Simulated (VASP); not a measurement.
Wanted: the native input for a VASP 6.6.1 run.

- Task: single point
- Functional: PBEsol
- Dispersion: D3(BJ)
- Potentials or basis: VASP PAW PBE potentials, release 64 (Ge_d)
- Cutoff: 500 eV
- k mesh: 5 × 5 × 4
- Occupations: fermi-dirac, width 0.05 eV
- Spin: no spin polarisation
- Dipole correction: no
- Further INCAR settings: ALGO = Normal; EDIFF = 1e-06; NBANDS = 96

The structure of Ge lies in POSCAR:

```
Ge
1.0
    5.8679786428      0.0000000000      0.0000000000
    0.0000000000      5.8679786428      0.0000000000
    0.0000000000      0.0000000000      6.8193703626
Ge
12
Direct
    0.3683252835      0.1739492822      0.7359665916
    0.3260507178      0.8683252835      0.4859665916
    0.6316747165      0.8260507178      0.2359665916
    0.6739492822      0.1316747165     -0.0140334084
    0.8683252835      0.3260507178      0.5140334084
    0.8260507178      0.6316747165      0.7640334084
    0.1316747165      0.6739492822      0.0140334084
    0.1739492822      0.3683252835      0.2640334084
    0.5910049927      0.4089950073      0.2500000000
    0.9089950073      0.9089950073      0.5000000000
    0.4089950073      0.5910049927      0.7500000000
    0.0910049927      0.0910049927      0.0000000000
```

The input as run:

INCAR

```
SYSTEM = Ge
ALGO = Normal ; EDIFF = 1E-6
ENCUT = 500 ; GGA = PS
GGA_COMPAT = .FALSE. ; ISIF = 2
ISMEAR = -1 ; IVDW = 12
LASPH = .TRUE. ; LCHARG = .TRUE.
LELF = .TRUE. ; LREAL = .FALSE.
LVHAR = .TRUE. ; LWAVE = .FALSE.
NBANDS = 96 ; NELM = 120
PREC = Accurate ; SIGMA = 0.05
```

KPOINTS

```
k-points
0
G
  5 5 4
  0 0 0
```

Potentials or basis: VASP PAW PBE potentials, release 64 (Ge_d).

Command:

```console
$ cat potpaw_PBE.64/Ge_d/POTCAR > POTCAR
$ mpirun -np 1 vasp_std > vasp.out
```

It gave:

```json
{
  "Pressure": "-0.1 GPa",
  "Largest force": "0.006 eV/Å",
  "Band gap on the k mesh": "0.55 eV (least direct gap 0.77 eV)",
  "Dispersion energy per atom": "-0.314 eV"
}
```

Caveat: the PAW data sets were made with another functional, which shifts forces and pressure a little.

Wall time 12 min on 1 thread of Oxide Virtual Turin-like Processor (shared host), peak memory 0.44 GiB.
